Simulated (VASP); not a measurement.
# CdS in VASP: a series of runs

Runs on CdS. Level: PBE. Tasks: single point.

Everything below comes from runs of VASP 6.6.1. Logs are shortened: lines on timing, memory, paths and dates and some standing lists are left out, and cuts for length are marked.

## Step 1: The cell of the first run

Symmetry: F-43m, No. 216, cubic system. Conventional cell: a = 5.878 Å, b = 5.878 Å, c = 5.878 Å, α = 90.00°, β = 90.00°, γ = 90.00°. Within 3.4 Å of Cd (site symmetry -43m) lie 4 S at 2.55 Å. Within 3.4 Å of S (site symmetry -43m) lie 4 Cd at 2.55 Å.

## Step 2: Single point, PBE

The input, INCAR:

```
SYSTEM = CdS
PREC = Accurate
ENCUT = 520
EDIFF = 1E-6
ISMEAR = 0
SIGMA = 0.01
LREAL = .False.
LASPH = .True.
NELM = 100
ALGO = Normal
ISIF = 2
LWAVE = .False.
LCHARG = .False.
GGA = PE
NBANDS = 16
```

The input, KPOINTS:

```
Automatic mesh
0
Gamma
  4 4 4
  0 0 0
```

The input, POSCAR:

```
CdS
1.0
    0.0000000000      2.9392148430      2.9392148430
    2.9392148430      0.0000000000      2.9392148430
    2.9392148430      2.9392148430      0.0000000000
Cd S
1 1
Direct
    0.0000000000      0.0000000000      0.0000000000
    0.2500000000      0.2500000000      0.2500000000
```

Potentials or basis: VASP PAW PBE potentials, release 64 (Cd, S).

Command:

```console
cat potpaw_PBE.64/Cd/POTCAR potpaw_PBE.64/S/POTCAR > POTCAR
mpirun -np 1 vasp_std > vasp.out
```

OUTCAR:

```text
SYSTEM = CdS
   PREC = Accurate
   ENCUT = 520
   EDIFF = 1E-6
   ISMEAR = 0
   LREAL = .False.
   LASPH = .True.
   NELM = 100
   ISIF = 2
   GGA = PE

 ion  position               nearest neighbor table
   1  0.000  0.000  0.000-   2 2.55   2 2.55   2 2.55   2 2.55
   2  0.250  0.250  0.250-   1 2.55   1 2.55   1 2.55   1 2.55

  LATTYP: Found a face centered cubic cell.
 ALAT       =     5.8784296860

  Lattice vectors:

 A1 = (   0.0000000000,   2.9392148430,   2.9392148430)
 A2 = (   2.9392148430,   0.0000000000,   2.9392148430)
 A3 = (   2.9392148430,   2.9392148430,   0.0000000000)

Analysis of symmetry for initial positions (statically):
=====================================================================
 Subroutine PRICEL returns:
 Original cell was already a primitive cell.

 Routine SETGRP: Setting up the symmetry group for a
 face centered cubic supercell.

 Subroutine GETGRP returns: Found 24 space group operations
 (whereof 24 operations were pure point group operations)
 out of a pool of 48 trial point group operations.

The static configuration has the point symmetry T_d .

Analysis of symmetry for dynamics (positions and initial velocities):
=====================================================================
 Subroutine PRICEL returns:
 Original cell was already a primitive cell.

 Routine SETGRP: Setting up the symmetry group for a
 face centered cubic supercell.

 Subroutine GETGRP returns: Found 24 space group operations
 (whereof 24 operations were pure point group operations)
 out of a pool of 48 trial point group operations.

The dynamic configuration has the point symmetry T_d .

 Subroutine INISYM returns: Found 24 space group operations
 (whereof 24 operations are pure point group operations),
 and found     1 'primitive' translations

----------------------------------------------------------------------------------------

                                     Primitive cell

  volume of cell :      50.7837

  direct lattice vectors                    reciprocal lattice vectors
     0.000000000  2.939214843  2.939214843    -0.170113458  0.170113458  0.170113458
     2.939214843  0.000000000  2.939214843     0.170113458 -0.170113458  0.170113458
     2.939214843  2.939214843  0.000000000     0.170113458  0.170113458 -0.170113458

  length of vectors
     4.156677494  4.156677494  4.156677494     0.294645152  0.294645152  0.294645152

  position of ions in fractional coordinates (direct lattice)
     0.000000000  0.000000000  0.000000000
     0.250000000  0.250000000  0.250000000

  ion indices of the primitive-cell ions
   primitive index   ion index
                 1           1
                 2           2

----------------------------------------------------------------------------------------

 KPOINTS: Automatic mesh

Automatic generation of k-mesh.
 Grid dimensions read from file:
 generate k-points for:    4    4    4

 Generating k-lattice:

  Cartesian coordinates                     Fractional coordinates (reciprocal lattice)
    -0.042528364  0.042528364  0.042528364     0.250000000  0.000000000  0.000000000
     0.042528364 -0.042528364  0.042528364     0.000000000  0.250000000  0.000000000
     0.042528364  0.042528364 -0.042528364     0.000000000  0.000000000  0.250000000

  Length of vectors
     0.073661288  0.073661288  0.073661288

  Shift w.r.t. Gamma in fractional coordinates (k-lattice)
     0.000000000  0.000000000  0.000000000

 Subroutine IBZKPT returns following result:
 ===========================================

 Found      8 irreducible k-points:

 Following reciprocal coordinates:
            Coordinates               Weight
  0.000000  0.000000  0.000000      1.000000
  0.250000  0.000000  0.000000      8.000000
  0.500000  0.000000  0.000000      4.000000
  0.250000  0.250000  0.000000      6.000000
  0.500000  0.250000  0.000000     24.000000
 -0.250000  0.250000  0.000000     12.000000
  0.500000  0.500000  0.000000      3.000000
 -0.250000  0.500000  0.250000      6.000000
   k-points           NKPTS =      8   k-points in BZ     NKDIM =      8   number of bands    NBANDS=     16
   number of dos      NEDOS =    301   number of ions     NIONS =      2
   total plane-waves  NPLWV =  32768
   dimension x,y,z NGX =    32 NGY =   32 NGZ =   32
   dimension x,y,z NGXF=    64 NGYF=   64 NGZF=   64
   ions per type =               1   1
   NGX,Y,Z   is equivalent  to a cutoff of  12.80, 12.80, 12.80 a.u.
   NGXF,Y,Z  is equivalent  to a cutoff of  25.60, 25.60, 25.60 a.u.
 SYSTEM =  CdS
   PREC   = accura    normal or accurate (medium, high low for compatibility)
   ISTART =      0    job   : 0-new  1-cont  2-samecut
   ICHARG =      2    charge: 1-file 2-atom 10-const
   ISPIN  =      1    spin polarized calculation?
   LNONCOLLINEAR =      F non collinear calculations
   LSORBIT =      F    spin-orbit coupling
   LASPH  =      T    aspherical Exc in radial PAW
   ENCUT  =  520.0 eV  38.22 Ry    6.18 a.u.   7.73  7.73  7.73*2*pi/ulx,y,z
   NELM   =    100;   NELMIN=  2; NELMDL= -5     # of ELM steps
   EDIFF  = 0.1E-05   stopping-criterion for ELM
   LREAL  =      F    real-space projection
   EDIFFG = 0.1E-04   stopping-criterion for IOM
   NSW    =      0    number of steps for IOM
   IBRION =     -1    ionic relax: 0-MD 1-quasi-New 2-CG
   NFREE  =      0    steps in history (QN), initial steepest desc. (CG)
   ISIF   =      2    stress and relaxation
   ISYM   =      2    0-nonsym 1-usesym 2-fastsym
   POTIM  = 0.5000    time-step for ionic-motion
   TEBEG  =    0.0;   TEEND  =   0.0 temperature during run
   PSTRESS=    0.0 pullay stress
   NELECT =      18.0000    total number of electrons
   NUPDOWN=      -1.0000    fix difference up-down
   EMIN   =  10.00;   EMAX   =-10.00  energy-range for DOS
   EFERMI =   0.00;   METHOD = LEGACY
   ISMEAR =     0;   SIGMA  =   0.01  broadening in eV -4-tet -1-fermi 0-gaus
   EFERMI_NEDOS =   21; number of points for ismear=-14 and -15
   IALGO  =     38    algorithm
   IMIX   =      4    mixing-type and parameters
     AMIX     =   0.40;   BMIX     =  1.00
     AMIX_MAG =   1.60;   BMIX_MAG =  1.00
  volume/ion in A,a.u.               =      25.39       171.35
  Fermi-wavevector in a.u.,A,eV,Ry     =   1.158575  2.189390 18.263062  1.342297
  Thomas-Fermi vector in A             =   2.295176
   LORBIT       =      0    0 simple, 1 ext, 2 COOP (PROOUT), +10 PAW based schemes
   GGA     = PE    functional components
   LHFCALC =     F    Hartree Fock is set to
   AEXX    =    0.0000 exact exchange contribution
   IVDW    =     0    specifies the selected vdW correction
   LEPSILON=     F    determine dielectric tensor
   LRPA    =     F    only Hartree local field effects (RPA)
 non-spin polarized calculation
 Gauss-broadening in eV      SIGMA  =   0.01
  energy-cutoff  :      520.00
  volume of cell :       50.78
 maximum number of plane-waves:      1384
 NGX is ok and might be reduce to    32
   NGX = 15   NGY = 15   NGZ = 15

 number of electron      18.0000005 magnetization

 Free energy of the ion-electron system (eV)
  ---------------------------------------------------
  ext. energy  EPLUGINS =         0.00000000
  ---------------------------------------------------
  free energy    TOTEN  =        -6.10703678 eV

  energy without entropy =       -6.10703678  energy(sigma->0) =       -6.10703678

 E-fermi :   1.2499     XC(G=0):  -9.0320

 val. band max:        1.1403603661   @ k =   0.0000   0.0000   0.0000
 cond. band min:       2.2271652237   @ k =   0.0000   0.0000   0.0000
 fundamental gap:      1.0868048576
 Fermi energy:         1.2498941589

 k-point     1 :       0.0000    0.0000    0.0000
  band No.  band energies     occupation
      1     -11.0867      2.00000
      2      -6.5277      2.00000
      3      -6.5277      2.00000
      4      -6.5277      2.00000
      5      -6.0815      2.00000
      6      -6.0815      2.00000
      7       1.1404      2.00000
      8       1.1404      2.00000
      9       1.1404      2.00000
     10       2.2272      0.00000
     11       7.6747      0.00000
     12       7.6747      0.00000
     13       7.6747      0.00000
     14      12.4412      0.00000
     15      12.5735      0.00000
     16      12.5735      0.00000

 k-point     2 :       0.2500    0.0000    0.0000
  band No.  band energies     occupation
      1     -10.8841      2.00000
      2      -6.4609      2.00000
      3      -6.4609      2.00000
      4      -6.2884      2.00000
      5      -6.0773      2.00000
      6      -6.0773      2.00000
      7      -1.3066      2.00000
      8       0.7601      2.00000
      9       0.7601      2.00000
     10       3.8636      0.00000
     11       7.4067      0.00000
     12       8.1669      0.00000
     13       8.1670      0.00000
     14      11.7505      0.00000
     15      11.7505      0.00000
     16      12.4044      0.00000

 k-point     3 :       0.5000    0.0000    0.0000
  band No.  band energies     occupation
      1     -10.6821      2.00000
      2      -6.4150      2.00000
      3      -6.4150      2.00000
      4      -6.0461      2.00000
      5      -6.0461      2.00000
      6      -5.7194      2.00000
      7      -3.1312      2.00000
      8       0.4203      2.00000
      9       0.4203      2.00000
     10       4.1070      0.00000
     11       8.1353      0.00000
     12       8.1353      0.00000
     13       8.5433      0.00000
     14      12.1468      0.00000
     15      13.6279      0.00000
     16      13.6279      0.00000

 k-point     4 :       0.2500    0.2500    0.0000
  band No.  band energies     occupation
      1     -10.8185      2.00000
      2      -6.3783      2.00000
      3      -6.3783      2.00000
      4      -6.3569      2.00000
      5      -6.0946      2.00000
      6      -6.0411      2.00000
      7      -1.1496      2.00000
      8       0.1606      2.00000
      9       0.1606      2.00000
     10       4.6811      0.00000
     11       5.9574      0.00000
     12       9.2359      0.00000
     13       9.2359      0.00000
     14       9.5493      0.00000
     15      12.9614      0.00000
     16      15.6980      0.00000

 k-point     5 :       0.5000    0.2500    0.0000
  band No.  band energies     occupation
      1     -10.6209      2.00000
      2      -6.3633      2.00000
      3      -6.3056      2.00000
      4      -6.1631      2.00000
      5      -6.0323      2.00000
      6      -5.6852      2.00000
      7      -2.6275      2.00000
      8      -0.7558      2.00000
      9      -0.1518      2.00000
     10       5.3151      0.00000
     11       6.5889      0.00000
     12       8.7000      0.00000
     13       9.5181      0.00000
     14      11.4775      0.00000
     15      13.7480      0.00000
     16      14.6505      0.00000

 k-point     6 :      -0.2500    0.2500    0.0000
  band No.  band energies     occupation
      1     -10.6855      2.00000
      2      -6.3847      2.00000
      3      -6.3728      2.00000
      4      -6.1015      2.00000
      5      -6.0917      2.00000
      6      -5.8347      2.00000
      7      -2.2698      2.00000
      8      -0.8179      2.00000
      9       0.4021      2.00000
     10       5.3452      0.00000
     11       7.2856      0.00000
     12       7.8429      0.00000
     13       8.8022      0.00000
     14      11.3535      0.00000
     15      13.3499      0.00000
     16      14.4208      0.00000

 k-point     7 :       0.5000    0.5000    0.0000
  band No.  band energies     occupation
      1     -10.5571      2.00000
      2      -6.3224      2.00000
      3      -6.2020      2.00000
      4      -6.2020      2.00000
      5      -6.0003      2.00000
      6      -5.6558      2.00000
      7      -2.7205      2.00000
      8      -0.6627      2.00000
      9      -0.6627      2.00000
     10       4.7174      0.00000
     11       5.4489      0.00000
     12      10.2739      0.00000
     13      11.7707      0.00000
     14      11.7707      0.00000
     15      13.4882      0.00000
     16      14.5719      0.00000

 k-point     8 :      -0.2500    0.5000    0.2500
  band No.  band energies     occupation
      1     -10.5587      2.00000
      2      -6.3077      2.00000
      3      -6.2930      2.00000
      4      -6.1178      2.00000
      5      -6.0730      2.00000
      6      -5.4852      2.00000
      7      -2.6572      2.00000
      8      -1.0296      2.00000
      9      -0.9751      2.00000
     10       6.4655      0.00000
     11       6.5729      0.00000
     12       8.3251      0.00000
     13       9.2070      0.00000
     14      12.0719      0.00000
     15      14.2639      0.00000
     16      14.3833      0.00000

------------------------ aborting loop because EDIFF is reached ----------------------------------------

  FORCE on cell =-STRESS in cart. coord.  units (eV):
  Direction    XX          YY          ZZ          XY          YZ          ZX
  --------------------------------------------------------------------------------------
  -------------------------------------------------------------------------------------
  Total        0.5888655      0.5888655      0.5888655      0.0000000      0.0000000      0.0000000
  in kB       18.5781607     18.5781607     18.5781607      0.0000000      0.0000000      0.0000000
  external PRESSURE =      18.5781607 kB  Pullay stress =       0.0000000 kB

 VOLUME and BASIS-vectors are now :
 -----------------------------------------------------------------------------
  energy-cutoff  :      520.00
  volume of cell :       50.78
      direct lattice vectors                 reciprocal lattice vectors
     0.000000000  2.939214843  2.939214843    -0.170113458  0.170113458  0.170113458
     2.939214843  0.000000000  2.939214843     0.170113458 -0.170113458  0.170113458
     2.939214843  2.939214843  0.000000000     0.170113458  0.170113458 -0.170113458

 POSITION                                       TOTAL-FORCE (eV/Angst)
 -----------------------------------------------------------------------------------
      0.00000      0.00000      0.00000        -0.000000      0.000000      0.000000
      1.46961      1.46961      1.46961         0.000000     -0.000000     -0.000000
 -----------------------------------------------------------------------------------
    total drift:                               -0.000000     -0.000000     -0.000000

  FREE ENERGIE OF THE ION-ELECTRON SYSTEM (eV)
  ---------------------------------------------------
  free  energy   TOTEN  =        -6.1070367841 eV

  energy  without entropy=       -6.1070367841  energy(sigma->0) =       -6.10703678
```

Run time: 6.4 s. Hardware: 1 thread of Intel Xeon Platinum 8488C (Sapphire Rapids), shared host; peak memory 0.17 GiB.

What came out:

- Free energy: -6.1070 eV
- Pressure: 1.9 GPa
- Band gap on the k mesh: 1.09 eV, direct

Levels at points of the mesh, in eV from the valence-band top:
```tsv
k point	band 7	band 8	band 9	band 10	band 11	band 12
(0.00, 0.00, 0.00)	0.00	0.00	0.00	1.09	6.53	6.53
(0.50, 0.00, 0.00)	-4.27	-0.72	-0.72	2.97	6.99	6.99
(0.50, 0.50, 0.00)	-3.86	-1.80	-1.80	3.58	4.31	9.13
```

Caveat: the k points lie up to 0.46 Å⁻¹ apart.

## Step 3: Single point, PBE (epitaxial 111 strain -2.0%)

The input, INCAR:

```
SYSTEM = CdS
ALGO = Normal ; EDIFF = 1E-7
ENCUT = 520 ; GGA = PE
ISIF = 2 ; ISMEAR = 0
LASPH = .True. ; LCHARG = .False.
LREAL = .False. ; LWAVE = .False.
NBANDS = 16 ; NELM = 60
PREC = Accurate ; SIGMA = 0.01
```

The input, KPOINTS:

```
k-points
0
Gamma
  4 4 4
  0 0 0
```

The input, POSCAR:

```
CdS
1.0
    0.0746129383      2.9550434845      2.9550434845
    2.9550434845      0.0746129383      2.9550434845
    2.9550434845      2.9550434845      0.0746129383
Cd S
1 1
Direct
    0.0028208299      0.0028208299      0.0028208299
    0.2471791701      0.2471791701      0.2471791701
```

Potentials or basis: VASP PAW PBE potentials, release 64 (Cd, S).

Command:

```console
cat potpaw_PBE.64/Cd/POTCAR potpaw_PBE.64/S/POTCAR > POTCAR
mpirun -np 1 vasp_std > vasp.out
```

Wall time 8.9 s (1 thread of Intel Xeon Platinum 8488C (Sapphire Rapids), shared host); peak memory 0.17 GiB.

Results (log left out):

```yaml
Free_energy: -6.0813 eV
Pressure: 3.2 GPa
Largest_force: 0.005 eV/Å
Band_gap_on_the_k_mesh: 1.06 eV, direct
```

Forces on the atoms (eV/Å):
```
Cd   0.003  0.003  0.003
S   -0.003 -0.003 -0.003
```

Stress tensor (GPa, compression positive):
```
 3.25 -0.65 -0.65
-0.65  3.25 -0.65
-0.65 -0.65  3.25
```

Levels at points of the mesh, in eV from the valence-band top:
| k point | band 6 | band 7 | band 8 | band 9 | band 10 | band 11 | band 12 | band 13 |
| --- | --- | --- | --- | --- | --- | --- | --- | --- |
| (0.00, 0.00, 0.00) | -7.32 | -0.17 | 0.00 | 0.00 | 1.06 | 6.21 | 6.64 | 6.64 |
| (0.50, 0.00, 0.00) | -6.92 | -4.41 | -0.92 | -0.74 | 2.87 | 6.86 | 6.88 | 7.47 |
| (0.50, 0.50, 0.00) | -6.88 | -4.00 | -2.03 | -1.82 | 3.43 | 4.34 | 9.12 | 10.71 |
| (0.50, 0.50, 0.50) | -7.00 | -4.56 | -0.71 | -0.71 | 3.19 | 7.17 | 7.17 | 7.25 |

Caveat: the k points lie up to 0.47 Å⁻¹ apart; the cell differs from its parent crystal (epitaxial 111 strain -2.0%).

## Step 4: Single point, PBE (epitaxial 111 strain -1.0%)

The input, INCAR:

```
PREC = Accurate
ENCUT = 520
EDIFF = 1E-6
ISMEAR = 0
SIGMA = 0.01
LREAL = F
LASPH = T
NELM = 80
ALGO = Normal
ISIF = 2
LWAVE = F
LCHARG = F
GGA = PE
NBANDS = 16
```

The input, KPOINTS:

```
Automatic mesh
0
Gamma
  4 4 4
```

The input, POSCAR:

```
CdS
1.0
    0.0373406500      2.9471633446      2.9471633446
    2.9471633446      0.0373406500      2.9471633446
    2.9471633446      2.9471633446      0.0373406500
Cd S
1 1
Direct
    0.0014428210      0.0014428210      0.0014428210
    0.2485571790      0.2485571790      0.2485571790
```

Command:

```console
cat potpaw_PBE.64/Cd/POTCAR potpaw_PBE.64/S/POTCAR > POTCAR
mpirun -np 1 vasp_std > vasp.out
```

Run time: 7.5 s. Hardware: 1 thread of Intel Xeon Platinum 8488C (Sapphire Rapids), shared host; peak memory 0.17 GiB.

It converged, with:

| Quantity | Value |
| --- | --- |
| Free energy | -6.0974 eV |
| Pressure | 2.5 GPa |
| Band gap on the k mesh | 1.08 eV, direct |

Stress tensor (GPa, compression positive):
```
 2.54 -0.31 -0.31
-0.31  2.54 -0.31
-0.31 -0.31  2.54
```

Levels at points of the mesh, in eV from the valence-band top:
| k point | band 7 | band 8 | band 9 | band 10 | band 11 | band 12 |
| --- | --- | --- | --- | --- | --- | --- |
| (0.00, 0.00, 0.00) | -0.08 | 0.00 | 0.00 | 1.08 | 6.36 | 6.59 |
| (0.50, 0.00, 0.00) | -4.34 | -0.82 | -0.73 | 2.92 | 6.93 | 6.94 |
| (0.50, 0.50, 0.00) | -3.93 | -1.92 | -1.81 | 3.52 | 4.31 | 9.14 |
| (0.50, 0.50, 0.50) | -4.42 | -0.72 | -0.72 | 3.08 | 7.08 | 7.08 |

Caveat: the k points lie up to 0.47 Å⁻¹ apart; the cell differs from its parent crystal (epitaxial 111 strain -1.0%).

(Continued in part 2 of 2.)
